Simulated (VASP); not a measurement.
The system is CuI.

```
CELL_PARAMETERS angstrom
3.76186 0.00000 0.00000
0.00000 3.76186 0.00000
0.00000 0.00000 6.09169
ATOMIC_POSITIONS crystal
Cu 0.50000 0.50000 0.00000
Cu 0.00000 0.00000 0.00000
I 0.50000 0.00000 0.28235
I 0.00000 0.50000 0.71765
```

This cell differs from its parent crystal: equal strain along all axes, cell held: -6.0 %.

- Program: VASP 6.6.1
- Task: relaxation of the atoms
- Functional: PBEsol
- Potentials or basis: VASP PAW PBE potentials, release 64 (Cu, I)
- Cutoff: 520 eV
- k mesh: 8 × 8 × 4
- Occupations: gaussian, width 0.02 eV
- Spin: no spin polarisation

At the start: pressure 9.0 GPa; volume 21.55 Å³/atom.

Q: How do energy, volume and symmetry change on relaxing?

A: Over 3 steps the energy falls by 10.3 meV/atom; space group P4/nmm (No. 129, to 0.05 Å).

Step by step:
| step | energy change (eV) | largest force (eV/Å) | pressure (GPa) |
| --- | --- | --- | --- |
| 1 | 0.0000 | 0.7015 | 8.96 |
| 2 | -0.0336 | 0.2956 | 7.51 |
| 3 | -0.0412 | 0.0020 | 6.58 |

Final structure:
```
Cu I
1.0
     3.76186    0.00000    0.00000
     0.00000    3.76186    0.00000
     0.00000    0.00000    6.09169
Cu I
2 2
Direct
  0.50000 0.50000 0.00000
  0.00000 0.00000 0.00000
  0.50000 0.00000 0.29216
  0.00000 0.50000 0.70784
```

Caveat: the cell differs from its parent crystal (equal strain along all axes, cell held: -6.0 %); the PAW data sets were made with another functional, which shifts forces and pressure a little.
